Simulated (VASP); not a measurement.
Crystal: CeO2.

```
Ce O
1.0
     1.93162    1.11522    3.15555
    -1.93162    1.11522    3.15555
     0.00000   -2.23045    3.15555
Ce O
1 2
Direct
  0.00000 0.00000 0.00000
  0.24999 0.24999 0.24999
  0.75001 0.75001 0.75001
```

Base run:

* Program: VASP 6.6.1
* Functional: PBE
* Potentials or basis: VASP PAW PBE potentials, release 64 (Ce, O)
* Cutoff: 520 eV
* k mesh: 10 × 10 × 10
* Occupations: gaussian, width 0.05 eV
* Spin: no spin polarisation

Its results: band gap on the k mesh 1.89 eV (least direct gap 1.95 eV); pressure 0.0 GPa.

Problem. The run is repeated on the same cell with these changes: functional from PBE to LDA; potentials or basis from VASP PAW PBE potentials, release 64 (Ce, O) to VASP PAW LDA potentials, release 64 (Ce, O). What comes out?

Solution. Band gap on the k mesh 1.81 eV (least direct gap 1.88 eV); pressure -10.1 GPa.

Caveats: spin-orbit coupling is left out, which moves the levels of the heavy elements; the cell stands under tension (at least some runs).

A k mesh can miss the band edges.
